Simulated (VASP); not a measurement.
# Li3H2 (P3) in VASP: relaxation of cell and atoms with PBE

Aim: the relaxation of cell and atoms of Li3H2 with PBE.

Program: VASP 6.6.1. These are calculated values, not measurements. Logs are shortened: lines on timing, memory, paths and dates and some standing lists are left out, and cuts for length are marked.

**1. The cell of the first run**

The structure is trigonal, space group P3 (No. 143). The conventional cell has a = 4.168 Å, b = 4.168 Å, c = 3.879 Å, α = 90.00°, β = 90.00°, γ = 120.00°. Li (site symmetry 1) has 2 H at 1.37 to 1.69 Å within 1.8 Å. H (site symmetry 3) has 3 Li at 1.37 Å within 1.8 Å. Within 2.2 Å of H (site symmetry 3) lie 3 Li at 1.69 Å.

**2. Relaxation of cell and atoms, PBE**

INCAR

```
PREC = Accurate
ENCUT = 600
EDIFF = 1E-7
ISMEAR = 0
SIGMA = 0.2
LREAL = F
LASPH = T
NELM = 80
ALGO = Normal
ISIF = 3
LWAVE = F
LCHARG = F
GGA = PE
IBRION = 2
NSW = 36
EDIFFG = -0.08
```

KPOINTS

```
Automatic mesh
0
Gamma
  5 5 4
```

POSCAR

```
Li3H2
1.0
    4.1680620500      0.0000000000      0.0000000000
   -2.0840310300      3.6096476200      0.0000000000
    0.0000000000      0.0000000000      3.8788449800
Li H
3 2
Direct
    0.7121885100      0.6731114400      0.0033792100
    0.3268885600      0.0390770700      0.0033792100
    0.9609229300      0.2878114900      0.0033792100
    0.6666666700      0.3333333300      0.9176210400
    0.3333333300      0.6666666700      0.1660946700
```

Potentials or basis: VASP PAW PBE potentials, release 64 (Li_sv, H).

The run is started by

```bash
> cat potpaw_PBE.64/Li_sv/POTCAR potpaw_PBE.64/H/POTCAR > POTCAR
> mpirun -np 1 vasp_std > vasp.out
```

OUTCAR:

```text
PREC = Accurate
   ENCUT = 600
   EDIFF = 1E-7
   ISMEAR = 0
   LREAL = F
   LASPH = T
   NELM = 80
   ISIF = 3
   GGA = PE
   IBRION = 2
   NSW = 36
   EDIFFG = -0.08

 ion  position               nearest neighbor table
   1  0.712  0.673  0.003-   4 1.37   5 1.69   2 2.23   3 2.23   2 2.31   3 2.31
   2  0.327  0.039  0.003-   4 1.37   5 1.69   1 2.23   3 2.23   3 2.31   1 2.31
   3  0.961  0.288  0.003-   4 1.37   5 1.69   1 2.23   2 2.23   2 2.31   1 2.31
   4  0.667  0.333  0.918-   3 1.37   2 1.37   1 1.37
   5  0.333  0.667  0.166-   2 1.69   3 1.69   1 1.69

  LATTYP: Found a hexagonal cell.
 ALAT       =     4.1680620500
 C/A-ratio  =     0.9306111410

  Lattice vectors:

 A1 = (   4.1680620500,   0.0000000000,   0.0000000000)
 A2 = (  -2.0840310300,   3.6096476200,   0.0000000000)
 A3 = (   0.0000000000,   0.0000000000,   3.8788449800)

Analysis of symmetry for initial positions (statically):
=====================================================================
 Subroutine PRICEL returns:
 Original cell was already a primitive cell.

 Routine SETGRP: Setting up the symmetry group for a
 hexagonal supercell.

 Subroutine GETGRP returns: Found  3 space group operations
 (whereof  3 operations were pure point group operations)
 out of a pool of 24 trial point group operations.

The static configuration has the point symmetry C_3 .

Analysis of symmetry for dynamics (positions and initial velocities):
=====================================================================
 Subroutine PRICEL returns:
 Original cell was already a primitive cell.

 Routine SETGRP: Setting up the symmetry group for a
 hexagonal supercell.

 Subroutine GETGRP returns: Found  3 space group operations
 (whereof  3 operations were pure point group operations)
 out of a pool of 24 trial point group operations.

The dynamic configuration has the point symmetry C_3 .

 Subroutine INISYM returns: Found  3 space group operations
 (whereof  3 operations are pure point group operations),
 and found     1 'primitive' translations

----------------------------------------------------------------------------------------

                                     Primitive cell

  volume of cell :      58.3581

  direct lattice vectors                    reciprocal lattice vectors
     4.168062050  0.000000000  0.000000000     0.239919653  0.138517676  0.000000000
    -2.084031030  3.609647620  0.000000000     0.000000000  0.277035352  0.000000000
     0.000000000  0.000000000  3.878844980     0.000000000  0.000000000  0.257808705

  length of vectors
     4.168062050  4.168062053  3.878844980     0.277035352  0.277035352  0.257808705

  position of ions in fractional coordinates (direct lattice)
     0.712188510  0.673111440  0.003379210
     0.326888560  0.039077070  0.003379210
     0.960922930  0.287811490  0.003379210
     0.666666670  0.333333330  0.917621040
     0.333333330  0.666666670  0.166094670

  ion indices of the primitive-cell ions
   primitive index   ion index
                 1           1
                 2           2
                 3           3
                 4           4
                 5           5

----------------------------------------------------------------------------------------

 KPOINTS: Automatic mesh

Automatic generation of k-mesh.
 Grid dimensions read from file:
 generate k-points for:    5    5    4

 Generating k-lattice:

  Cartesian coordinates                     Fractional coordinates (reciprocal lattice)
     0.047983931  0.027703535  0.000000000     0.200000000  0.000000000  0.000000000
     0.000000000  0.055407070  0.000000000     0.000000000  0.200000000  0.000000000
     0.000000000  0.000000000  0.064452176     0.000000000  0.000000000  0.250000000

  Length of vectors
     0.055407070  0.055407070  0.064452176

  Shift w.r.t. Gamma in fractional coordinates (k-lattice)
     0.000000000  0.000000000  0.000000000

 Subroutine IBZKPT returns following result:
 ===========================================

 Found     19 irreducible k-points:

 Following reciprocal coordinates:
            Coordinates               Weight
  0.000000  0.000000  0.000000      1.000000
  0.200000  0.000000  0.000000      6.000000
  0.400000  0.000000  0.000000      6.000000
  0.200000  0.200000  0.000000      6.000000
  0.400000  0.200000  0.000000      6.000000
  0.000000  0.000000  0.250000      2.000000
[... 11 lines left out ...]
  0.200000  0.200000  0.500000      6.000000
  0.400000  0.200000  0.500000      6.000000
   k-points           NKPTS =     19   k-points in BZ     NKDIM =     19   number of bands    NBANDS=      9
   number of dos      NEDOS =    301   number of ions     NIONS =      5
   total plane-waves  NPLWV =  41472
   dimension x,y,z NGX =    36 NGY =   36 NGZ =   32
   dimension x,y,z NGXF=    72 NGYF=   72 NGZF=   64
   ions per type =               3   2
   NGX,Y,Z   is equivalent  to a cutoff of  14.36, 14.36, 13.72 a.u.
   NGXF,Y,Z  is equivalent  to a cutoff of  28.72, 28.72, 27.43 a.u.
 SYSTEM =  unknown system
   PREC   = accura    normal or accurate (medium, high low for compatibility)
   ISTART =      0    job   : 0-new  1-cont  2-samecut
   ICHARG =      2    charge: 1-file 2-atom 10-const
   ISPIN  =      1    spin polarized calculation?
   LNONCOLLINEAR =      F non collinear calculations
   LSORBIT =      F    spin-orbit coupling
   LASPH  =      T    aspherical Exc in radial PAW
   ENCUT  =  600.0 eV  44.10 Ry    6.64 a.u.   8.32  8.32  7.75*2*pi/ulx,y,z
   NELM   =     80;   NELMIN=  2; NELMDL= -5     # of ELM steps
   EDIFF  = 0.1E-06   stopping-criterion for ELM
   LREAL  =      F    real-space projection
   EDIFFG = -.8E-01   stopping-criterion for IOM
   NSW    =     36    number of steps for IOM
   IBRION =      2    ionic relax: 0-MD 1-quasi-New 2-CG
   NFREE  =      1    steps in history (QN), initial steepest desc. (CG)
   ISIF   =      3    stress and relaxation
   ISYM   =      2    0-nonsym 1-usesym 2-fastsym
   POTIM  = 0.5000    time-step for ionic-motion
   TEBEG  =    0.0;   TEEND  =   0.0 temperature during run
   PSTRESS=    0.0 pullay stress
   NELECT =      11.0000    total number of electrons
   NUPDOWN=      -1.0000    fix difference up-down
   EMIN   =  10.00;   EMAX   =-10.00  energy-range for DOS
   EFERMI =   0.00;   METHOD = LEGACY
   ISMEAR =     0;   SIGMA  =   0.20  broadening in eV -4-tet -1-fermi 0-gaus
   EFERMI_NEDOS =   21; number of points for ismear=-14 and -15
   IALGO  =     38    algorithm
   IMIX   =      4    mixing-type and parameters
     AMIX     =   0.40;   BMIX     =  1.00
     AMIX_MAG =   1.60;   BMIX_MAG =  1.00
  volume/ion in A,a.u.               =      11.67        78.76
  Fermi-wavevector in a.u.,A,eV,Ry     =   0.938653  1.773798 11.987688  0.881070
  Thomas-Fermi vector in A             =   2.065887
   LORBIT       =      0    0 simple, 1 ext, 2 COOP (PROOUT), +10 PAW based schemes
   GGA     = PE    functional components
   LHFCALC =     F    Hartree Fock is set to
   AEXX    =    0.0000 exact exchange contribution
   IVDW    =     0    specifies the selected vdW correction
   LEPSILON=     F    determine dielectric tensor
   LRPA    =     F    only Hartree local field effects (RPA)
 conjugate gradient relaxation of ions
 non-spin polarized calculation
 Gauss-broadening in eV      SIGMA  =   0.20
  energy-cutoff  :      600.00
  volume of cell :       58.36
 maximum number of plane-waves:      1963
 NGX is ok and might be reduce to    36
   NGX = 17   NGY = 17   NGZ = 15

--------------------------------------- Ionic step        1  -------------------------------------------

 number of electron      10.9999997 magnetization

 Free energy of the ion-electron system (eV)
  ---------------------------------------------------
  ext. energy  EPLUGINS =         0.00000000
  ---------------------------------------------------
  free energy    TOTEN  =       -10.32146147 eV

  energy without entropy =      -10.27265971  energy(sigma->0) =      -10.29706059

------------------------ aborting loop because EDIFF is reached ----------------------------------------

  FORCE on cell =-STRESS in cart. coord.  units (eV):
  Direction    XX          YY          ZZ          XY          YZ          ZX
  --------------------------------------------------------------------------------------
  -------------------------------------------------------------------------------------
  Total        9.7983329      9.7983329     -1.3463908     -0.0000032      0.0000000     -0.0000000
  in kB      269.0056272    269.0056272    -36.9641159     -0.0000880      0.0000000     -0.0000000
  external PRESSURE =     167.0157128 kB  Pullay stress =       0.0000000 kB
[... 562 lines left out ...]
 k-point    19 :       0.4000    0.2000    0.5000
  band No.  band energies     occupation
      1     -44.5031      2.00000
      2     -44.4959      2.00000
      3     -44.4870      2.00000
      4      -1.5509      2.00000
      5      -0.8269      2.00000
      6       3.8248      0.00000
      7       4.6642      0.00000
      8       4.7966      0.00000
      9       5.4980      0.00000

[... ionic steps 4 to 22 ...]

--------------------------------------- Ionic step       23  -------------------------------------------

 number of electron      10.9999998 magnetization

------------------------ aborting loop because EDIFF is reached ----------------------------------------

  FORCE on cell =-STRESS in cart. coord.  units (eV):
  Direction    XX          YY          ZZ          XY          YZ          ZX
  --------------------------------------------------------------------------------------
  -------------------------------------------------------------------------------------
  Total        0.5426779      0.5426779     -0.6217903      0.0000000      0.0000000      0.0000000
  in kB       17.1560026     17.1560026    -19.6570299      0.0000000      0.0000000      0.0000000
  external PRESSURE =       4.8849918 kB  Pullay stress =       0.0000000 kB
[... 63 lines left out ...]
  energy  without entropy=      -13.5769450891  energy(sigma->0) =      -13.59030846

--------------------------------------- Ionic step       25  -------------------------------------------

 number of electron      11.0000004 magnetization

 Free energy of the ion-electron system (eV)
  ---------------------------------------------------
  ext. energy  EPLUGINS =         0.00000000
  ---------------------------------------------------
  free energy    TOTEN  =       -13.61841304 eV

  energy without entropy =      -13.59184483  energy(sigma->0) =      -13.60512893

 E-fermi :   1.6305     XC(G=0):  -7.9841

 val. band max:        1.6049355353   @ k =   0.0000   0.4000   0.2500
 cond. band min:       2.5403582262   @ k =   0.0000   0.0000   0.0000
 fundamental gap:      0.9354226909
 Fermi energy:         1.6305211865

 k-point     1 :       0.0000    0.0000    0.0000
  band No.  band energies     occupation
      1     -44.9549      2.00000
      2     -44.9051      2.00000
      3     -44.9051      2.00000
      4      -5.1751      2.00000
      5      -2.7995      2.00000
      6       2.5404      0.00000
      7       3.0387      0.00000
      8       3.0387      0.00000
      9       7.3264      0.00000
[... 246 lines left out ...]
  FREE ENERGIE OF THE ION-ELECTRON SYSTEM (eV)
  ---------------------------------------------------
  free  energy   TOTEN  =       -13.6184130375 eV

  energy  without entropy=      -13.5918448291  energy(sigma->0) =      -13.60512893

 reached required accuracy - stopping structural energy minimisation
```

It took 2.7 min on 1 thread of Intel Xeon Platinum 8488C (Sapphire Rapids), shared host; peak memory 0.18 GiB.

Results:

```
Free energy                            : -13.6184 eV
Relaxed volume                         : 10.33 Å³/atom
Relaxed cell                           : a = 4.845 Å, b = 4.845 Å, c = 2.541 Å, α = 90.00°, β = 90.00°, γ = 120.00°
Space group after relaxing (to 0.05 Å) : P321 (No. 150)
Energy gained by relaxing              : 659.4 meV/atom
Ionic steps                            : 25
Pressure after relaxing                : 0.1 GPa
Largest force after relaxing           : 0.079 eV/Å
```

Forces on the atoms (eV/Å):
```
Li  -0.018 -0.067  0.006
Li   0.068  0.018  0.006
Li  -0.049  0.049  0.006
H    0.000  0.000  0.061
H    0.000  0.000 -0.079
```

Step by step:
```
step  energy change (eV)  largest force (eV/Å)  pressure (GPa)  volume (Å³)
   1              0.0000                1.8427           16.70        58.36
   2             -1.6087                0.8474            5.70        69.01
   3             -2.0202                0.9039            1.29        76.71
   4             -1.8771                0.9663           -4.11        93.08
   5             -2.0846                0.9587           -1.29        83.08
   6             -2.0864                0.9552           -1.03        82.33
   7             -2.2661                0.6495           -1.35        82.02
   8             -2.4673                0.2819           -1.87        81.17
   9             -2.4361                0.5835           -2.24        78.58
  10             -2.5123                0.3419           -2.07        80.23
  11             -2.5926                0.2577           -0.93        75.05
  12             -2.6138                0.3081            0.15        71.25
  13             -2.6683                0.3710           -0.24        69.22
  14             -2.7272                0.4884           -0.89        64.53
  15             -2.7625                0.5007           -0.78        62.98
  16             -2.8482                0.5177           -0.30        58.46
  17             -2.8438                0.5226            2.00        49.99
  18             -2.8777                0.5138            0.69        53.90
  19             -2.9592                0.4555            0.98        52.60
  20             -3.0980                0.4556            2.06        48.80
  21             -3.1043                0.4863            2.53        47.64
  22             -3.1725                0.3866            1.80        48.39
  23             -3.2778                0.1420            0.49        50.68
  24             -3.2822                0.0987            0.35        51.25
  25             -3.2970                0.0787            0.15        51.66
```

Final structure:
```
Li H
1.0
     4.84540    0.00000    0.00000
    -2.42270    4.19624    0.00000
     0.00000    0.00000    2.54086
Li H
3 2
Direct
  0.62821 0.62883 0.01803
  0.37117 0.99937 0.01803
  0.00063 0.37179 0.01803
  0.66667 0.33333 0.49871
  0.33333 0.66667 0.54105
```

Caveat: the k points lie up to 0.62 Å⁻¹ apart in the final cell; the cutoff is under 1.25 times the usual one of these potentials, so pressure, stress and relaxed cells hold a basis-set (Pulay) error; the relaxation stopped at a loose force limit of 0.08 eV/Å, so its end isn't a converged minimum.
